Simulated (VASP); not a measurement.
# RuPb2 (P4_2/mnm) in VASP: single point with PBE

Aim: the single point of RuPb2 with PBE.

Everything below comes from runs of VASP 6.6.1. Logs are shortened: lines on timing, memory, paths and dates and some standing lists are left out, and cuts for length are marked.

### 1 The cell of the first run

It takes space group P4_2/mnm (No. 136, tetragonal). Conventional cell: a = 6.836 Å, b = 6.836 Å, c = 3.440 Å, α = 90.00°, β = 90.00°, γ = 90.00°. Ru (site symmetry mmm) has 6 Pb at 2.70 to 2.74 Å and 2 Ru at 3.44 Å within 3.6 Å. Pb (site symmetry m2m) has 3 Ru at 2.70 to 2.74 Å and 2 Pb at 3.44 Å within 3.6 Å.

### 2 Single point, PBE

Contents of INCAR:

```
PREC     = Accurate       # precision mode
ENCUT    = 520            # plane-wave cutoff, eV
EDIFF    = 1E-7           # SCF threshold, eV
ISMEAR   = 0              # smearing method
SIGMA    = 0.1            # smearing width, eV
LREAL    = False          # projectors in reciprocal space
LASPH    = True           # aspherical terms in the spheres
NELM     = 80             # most SCF steps
ALGO     = Fast           # electronic algorithm
ISIF     = 2              # what is computed and relaxed
LWAVE    = False          # write WAVECAR
LCHARG   = True           # write CHGCAR
GGA      = PE             # functional
LELF     = True           # ELF
LVHAR    = True         
NBANDS   = 51             # bands
```

Contents of KPOINTS:

```
regular mesh
0
Gamma
  6 6 12
```

Contents of POSCAR:

```
RuPb2
1.0
    6.8363400991      0.0000000000      0.0000000000
    0.0000000000      6.8363400991      0.0000000000
    0.0000000000      0.0000000000      3.4403295220
Ru Pb
2 4
Direct
    0.0000000000      0.0000000000      0.0000000000
    0.5000000000      0.5000000000      0.5000000000
    0.2796209261      0.2796209261      0.0000000000
    0.2203790739      0.7796209261      0.5000000000
    0.7203790739      0.7203790739      0.0000000000
    0.7796209261      0.2203790739      0.5000000000
```

Potentials or basis: VASP PAW PBE potentials, release 64 (Ru_pv, Pb_d).

On the command line:

```
> cat potpaw_PBE.64/Ru_pv/POTCAR potpaw_PBE.64/Pb_d/POTCAR > POTCAR
> mpirun -np 1 vasp_std > vasp.out
```

OUTCAR:

```text
PREC = Accurate
   ENCUT = 520
   EDIFF = 1E-7
   ISMEAR = 0
   LREAL = False
   LASPH = True
   NELM = 80
   ISIF = 2
   GGA = PE

 ion  position               nearest neighbor table
   1  0.000  0.000  0.000-   3 2.70   5 2.70   4 2.74   6 2.74   4 2.74   6 2.74
   2  0.500  0.500  0.500-   4 2.70   6 2.70   5 2.74   3 2.74   3 2.74   5 2.74
   3  0.280  0.280  0.000-   1 2.70   2 2.74   2 2.74   6 3.85   4 3.85   4 3.85   6 3.85   4 3.85
                             4 3.85   6 3.85   6 3.85
   4  0.220  0.780  0.500-   2 2.70   1 2.74   1 2.74   5 3.85   3 3.85   3 3.85   5 3.85   3 3.85
                             3 3.85   5 3.85   5 3.85
   5  0.720  0.720  0.000-   1 2.70   2 2.74   2 2.74   6 3.85   4 3.85   4 3.85   6 3.85   6 3.85
                             6 3.85   4 3.85   4 3.85
   6  0.780  0.220  0.500-   2 2.70   1 2.74   1 2.74   5 3.85   3 3.85   3 3.85   5 3.85   5 3.85
                             5 3.85   3 3.85   3 3.85

  LATTYP: Found a simple tetragonal cell.
 ALAT       =     6.8363400991
 C/A-ratio  =     0.5032414234

  Lattice vectors:

 A1 = (   6.8363400991,   0.0000000000,   0.0000000000)
 A2 = (   0.0000000000,   6.8363400991,   0.0000000000)
 A3 = (   0.0000000000,   0.0000000000,   3.4403295220)

Analysis of symmetry for initial positions (statically):
=====================================================================
 Subroutine PRICEL returns:
 Original cell was already a primitive cell.

 Routine SETGRP: Setting up the symmetry group for a
 simple tetragonal supercell.

 Subroutine GETGRP returns: Found 16 space group operations
 (whereof  8 operations were pure point group operations)
 out of a pool of 16 trial point group operations.

The static configuration has the point symmetry D_2h.
 The point group associated with its full space group is D_4h.

Analysis of symmetry for dynamics (positions and initial velocities):
=====================================================================
 Subroutine PRICEL returns:
 Original cell was already a primitive cell.

 Routine SETGRP: Setting up the symmetry group for a
 simple tetragonal supercell.

 Subroutine GETGRP returns: Found 16 space group operations
 (whereof  8 operations were pure point group operations)
 out of a pool of 16 trial point group operations.

The dynamic configuration has the point symmetry D_2h.
 The point group associated with its full space group is D_4h.

 Subroutine INISYM returns: Found 16 space group operations
 (whereof  8 operations are pure point group operations),
 and found     1 'primitive' translations

----------------------------------------------------------------------------------------

                                     Primitive cell

  volume of cell :     160.7857

  direct lattice vectors                    reciprocal lattice vectors
     6.836340099  0.000000000  0.000000000     0.146277099  0.000000000  0.000000000
     0.000000000  6.836340099  0.000000000     0.000000000  0.146277099  0.000000000
     0.000000000  0.000000000  3.440329522     0.000000000  0.000000000  0.290669831

  length of vectors
     6.836340099  6.836340099  3.440329522     0.146277099  0.146277099  0.290669831

  position of ions in fractional coordinates (direct lattice)
     0.000000000  0.000000000  0.000000000
     0.500000000  0.500000000  0.500000000
     0.279620926  0.279620926  0.000000000
     0.220379074  0.779620926  0.500000000
     0.720379074  0.720379074  0.000000000
     0.779620926  0.220379074  0.500000000

  ion indices of the primitive-cell ions
   primitive index   ion index
                 1           1
                 2           2
                 3           3
                 4           4
                 5           5
                 6           6

----------------------------------------------------------------------------------------

 KPOINTS: regular mesh

Automatic generation of k-mesh.
 Grid dimensions read from file:
 generate k-points for:    6    6   12

 Generating k-lattice:

  Cartesian coordinates                     Fractional coordinates (reciprocal lattice)
     0.024379517  0.000000000  0.000000000     0.166666667  0.000000000  0.000000000
     0.000000000  0.024379517  0.000000000     0.000000000  0.166666667  0.000000000
     0.000000000  0.000000000  0.024222486     0.000000000  0.000000000  0.083333333

  Length of vectors
     0.024379517  0.024379517  0.024222486

  Shift w.r.t. Gamma in fractional coordinates (k-lattice)
     0.000000000  0.000000000  0.000000000

 Subroutine IBZKPT returns following result:
 ===========================================

 Found     70 irreducible k-points:

 Following reciprocal coordinates:
            Coordinates               Weight
  0.000000  0.000000  0.000000      1.000000
  0.166667  0.000000  0.000000      4.000000
  0.333333  0.000000  0.000000      4.000000
  0.500000  0.000000  0.000000      2.000000
  0.166667  0.166667  0.000000      4.000000
  0.333333  0.166667  0.000000      8.000000
[... 16 lines left out ...]
  0.333333  0.000000  0.166667      8.000000
  0.500000  0.000000  0.166667      4.000000
 [... further k-points ...]
   k-points           NKPTS =     70   k-points in BZ     NKDIM =     70   number of bands    NBANDS=     51
   number of dos      NEDOS =    301   number of ions     NIONS =      6
   total plane-waves  NPLWV =  81648
   dimension x,y,z NGX =    54 NGY =   54 NGZ =   28
   dimension x,y,z NGXF=   108 NGYF=  108 NGZF=   56
   ions per type =               2   4
   NGX,Y,Z   is equivalent  to a cutoff of  13.13, 13.13, 13.53 a.u.
   NGXF,Y,Z  is equivalent  to a cutoff of  26.26, 26.26, 27.06 a.u.
 SYSTEM =  unknown system
   PREC   = accura    normal or accurate (medium, high low for compatibility)
   ISTART =      0    job   : 0-new  1-cont  2-samecut
   ICHARG =      2    charge: 1-file 2-atom 10-const
   ISPIN  =      1    spin polarized calculation?
   LNONCOLLINEAR =      F non collinear calculations
   LSORBIT =      F    spin-orbit coupling
   LASPH  =      T    aspherical Exc in radial PAW
   ENCUT  =  520.0 eV  38.22 Ry    6.18 a.u.  12.71 12.71  6.40*2*pi/ulx,y,z
   NELM   =     80;   NELMIN=  2; NELMDL= -5     # of ELM steps
   EDIFF  = 0.1E-06   stopping-criterion for ELM
   LREAL  =      F    real-space projection
   EDIFFG = 0.1E-05   stopping-criterion for IOM
   NSW    =      0    number of steps for IOM
   IBRION =     -1    ionic relax: 0-MD 1-quasi-New 2-CG
   NFREE  =      0    steps in history (QN), initial steepest desc. (CG)
   ISIF   =      2    stress and relaxation
   ISYM   =      2    0-nonsym 1-usesym 2-fastsym
   POTIM  = 0.5000    time-step for ionic-motion
   TEBEG  =    0.0;   TEEND  =   0.0 temperature during run
   PSTRESS=    0.0 pullay stress
   NELECT =      84.0000    total number of electrons
   NUPDOWN=      -1.0000    fix difference up-down
   EMIN   =  10.00;   EMAX   =-10.00  energy-range for DOS
   EFERMI =   0.00;   METHOD = LEGACY
   ISMEAR =     0;   SIGMA  =   0.10  broadening in eV -4-tet -1-fermi 0-gaus
   EFERMI_NEDOS =   21; number of points for ismear=-14 and -15
   IALGO  =     68    algorithm
   IMIX   =      4    mixing-type and parameters
     AMIX     =   0.40;   BMIX     =  1.00
     AMIX_MAG =   1.60;   BMIX_MAG =  1.00
  volume/ion in A,a.u.               =      26.80       180.84
  Fermi-wavevector in a.u.,A,eV,Ry     =   1.318516  2.491634 23.653524  1.738485
  Thomas-Fermi vector in A             =   2.448480
   LORBIT       =      0    0 simple, 1 ext, 2 COOP (PROOUT), +10 PAW based schemes
   GGA     = PE    functional components
   LHFCALC =     F    Hartree Fock is set to
   AEXX    =    0.0000 exact exchange contribution
   IVDW    =     0    specifies the selected vdW correction
   LEPSILON=     F    determine dielectric tensor
   LRPA    =     F    only Hartree local field effects (RPA)
 non-spin polarized calculation
 RMM-DIIS sequential band-by-band and
 Gauss-broadening in eV      SIGMA  =   0.10
  energy-cutoff  :      520.00
  volume of cell :      160.79
 maximum number of plane-waves:      4360
 NGX is ok and might be reduce to    54
   NGX = 25   NGY = 25   NGZ = 13

 number of electron      84.0000003 magnetization

 Free energy of the ion-electron system (eV)
  ---------------------------------------------------
  ext. energy  EPLUGINS =         0.00000000
  ---------------------------------------------------
  free energy    TOTEN  =       -30.96836347 eV

  energy without entropy =      -30.95808149  energy(sigma->0) =      -30.96322248

 E-fermi :   7.1830     XC(G=0): -10.3349

 val. band max:        7.1576055075   @ k =   0.1667   0.1667   0.3333
 cond. band min:       7.1881767793   @ k =   0.3333   0.3333   0.1667
 fundamental gap:      0.0305712718
 Fermi energy:         7.1829929268

 k-point     1 :       0.0000    0.0000    0.0000
  band No.  band energies     occupation
      1     -35.0987      2.00000
      2     -35.0987      2.00000
      3     -35.0843      2.00000
      4     -35.0843      2.00000
      5     -34.9971      2.00000
      6     -34.9965      2.00000
[... 43 lines left out ...]
     50      14.0246      0.00000
     51      14.1554      0.00000

 k-point     2 :       0.1667    0.0000    0.0000
  band No.  band energies     occupation
      1     -35.0987      2.00000
      2     -35.0987      2.00000
      3     -35.0843      2.00000
      4     -35.0843      2.00000
      5     -34.9971      2.00000
      6     -34.9965      2.00000
[... 43 lines left out ...]
     50      13.5097      0.00000
     51      14.2957      0.00000

 k-point     3 :       0.3333    0.0000    0.0000
  band No.  band energies     occupation
      1     -35.0986      2.00000
      2     -35.0986      2.00000
      3     -35.0844      2.00000
      4     -35.0844      2.00000
      5     -34.9970      2.00000
      6     -34.9966      2.00000
[... 43 lines left out ...]
     50      12.6889      0.00000
     51      13.4600      0.00000
[... 1027 lines left out ...]
 k-point    23 :       0.3333    0.0000    0.1667
  band No.  band energies     occupation
      1     -35.0976      2.00000
      2     -35.0976      2.00000
      3     -35.0836      2.00000
      4     -35.0836      2.00000
      5     -35.0073      2.00000
      6     -35.0070      2.00000
[... 43 lines left out ...]
     50      11.5886      0.00000
     51      11.7764      0.00000

 k-point    24 :       0.5000    0.0000    0.1667
  band No.  band energies     occupation
      1     -35.0976      2.00000
      2     -35.0976      2.00000
      3     -35.0836      2.00000
      4     -35.0836      2.00000
      5     -35.0072      2.00000
      6     -35.0072      2.00000
[... 43 lines left out ...]
     50      11.5562      0.00000
     51      12.2412      0.00000

 [... further k-points ...]

------------------------ aborting loop because EDIFF is reached ----------------------------------------

  FORCE on cell =-STRESS in cart. coord.  units (eV):
  Direction    XX          YY          ZZ          XY          YZ          ZX
  --------------------------------------------------------------------------------------
  -------------------------------------------------------------------------------------
  Total       -0.0134309     -0.0134309     -0.0148393      0.0000000      0.0000000      0.0000000
  in kB       -0.1338343     -0.1338343     -0.1478691      0.0000000      0.0000000      0.0000000
  external PRESSURE =      -0.1385125 kB  Pullay stress =       0.0000000 kB

 VOLUME and BASIS-vectors are now :
 -----------------------------------------------------------------------------
  energy-cutoff  :      520.00
  volume of cell :      160.79
      direct lattice vectors                 reciprocal lattice vectors
     6.836340099  0.000000000  0.000000000     0.146277099  0.000000000  0.000000000
     0.000000000  6.836340099  0.000000000     0.000000000  0.146277099  0.000000000
     0.000000000  0.000000000  3.440329522     0.000000000  0.000000000  0.290669831

 POSITION                                       TOTAL-FORCE (eV/Angst)
 -----------------------------------------------------------------------------------
      0.00000      0.00000      0.00000        -0.000000      0.000000     -0.000000
      3.41817      3.41817      1.72016        -0.000000      0.000000     -0.000000
      1.91158      1.91158      0.00000        -0.001420     -0.001420      0.000000
      1.50659      5.32975      1.72016         0.001420     -0.001420     -0.000000
      4.92476      4.92476      0.00000         0.001420      0.001420     -0.000000
      5.32975      1.50659      1.72016        -0.001420      0.001420     -0.000000
 -----------------------------------------------------------------------------------
    total drift:                               -0.000000      0.000000     -0.000000

  FREE ENERGIE OF THE ION-ELECTRON SYSTEM (eV)
  ---------------------------------------------------
  free  energy   TOTEN  =       -30.9683634711 eV

  energy  without entropy=      -30.9580814915  energy(sigma->0) =      -30.96322248
```

Run time: 23 min. Hardware: 1 thread of Oxide Virtual Turin-like, shared host; peak memory 0.54 GiB.

What came out:

```yaml
Free_energy: -30.9684 eV
Pressure: 0.0 GPa
Band_gap_on_the_k_mesh: zero (bands 42 and 43 overlap by 0.53 eV)
```

Forces in eV/Å, atoms in the order of the input:
```
Ru   0.000  0.000  0.000
Ru   0.000  0.000  0.000
Pb  -0.001 -0.001  0.000
Pb   0.001 -0.001  0.000
Pb   0.001  0.001  0.000
Pb  -0.001  0.001  0.000
```

Levels at points of the mesh, in eV from the Fermi level:
```
           k point  band 39  band 40  band 41  band 42  band 43  band 44  band 45  band 46
(0.00, 0.00, 0.00)    -1.57    -1.50    -0.81    -0.81     0.06     0.49     2.94     3.34
(0.50, 0.00, 0.00)    -1.46    -1.46    -0.96    -0.96     0.51     0.51     2.05     2.05
(0.50, 0.50, 0.00)    -0.97    -0.97    -0.82    -0.82     0.45     0.45     1.98     1.98
(0.00, 0.00, 0.50)    -1.90    -1.90    -0.93    -0.93     0.50     0.50     0.84     0.84
(0.50, 0.00, 0.50)    -1.51    -1.51    -0.26    -0.26     0.17     0.17     1.18     1.18
(0.50, 0.50, 0.50)    -1.67    -1.67    -0.82    -0.82     0.23     0.23     2.45     2.45
```

Caveat: spin-orbit coupling is left out, which moves the levels of the heavy elements.
